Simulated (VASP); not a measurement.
Set up this calculation in VASP 6.6.1, as the native input.

```
Task                   : single point
Functional             : PBE
Potentials or basis    : VASP PAW PBE potentials, release 64 (H)
Cutoff                 : 500 eV
k mesh                 : 6 × 6 × 4
Occupations            : gaussian, width 0.1 eV
Spin                   : no spin polarisation
Dipole correction      : no
Further INCAR settings : ALGO = Normal; EDIFF = 1e-06; NBANDS = 10
```

The structure of H lies in POSCAR:

```
H
1.0
    3.8401304226      0.0000000000      0.0000000000
   -1.9200652113      3.3256504998      0.0000000000
    0.0000000000      0.0000000000      5.0466615500
H
4
Direct
    0.3333333300      0.6666666700      0.1764958800
    0.6666666700      0.3333333300      0.6764958800
    0.6666666700      0.3333333300      0.8235041200
    0.3333333300      0.6666666700      0.3235041200
```

These files were run (other wordings do the same):

INCAR

```
PREC = Accurate
ENCUT = 500
EDIFF = 1E-6
ISMEAR = 0
SIGMA = 0.1
LREAL = F
LASPH = T
NELM = 120
ALGO = Normal
ISIF = 2
LWAVE = F
LCHARG = F
GGA = PE
NBANDS = 10
GGA_COMPAT = F
```

KPOINTS

```
Automatic mesh
0
Gamma
  6 6 4
```

Potentials or basis: VASP PAW PBE potentials, release 64 (H).

Launch:

```sh
$ cat potpaw_PBE.64/H/POTCAR > POTCAR
$ mpirun -np 1 vasp_std > vasp.out
```

It gave:

- Pressure: 0.2 GPa
- Largest force: 0.302 eV/Å
- Band gap on the k mesh: 9.40 eV

Caveat: this functional lacks dispersion, which holds the molecules together, so the pressure and a relaxed volume are unreliable.

It took 13 s on 1 thread of Intel Xeon 8259CL (shared host), peak memory 0.16 GiB.
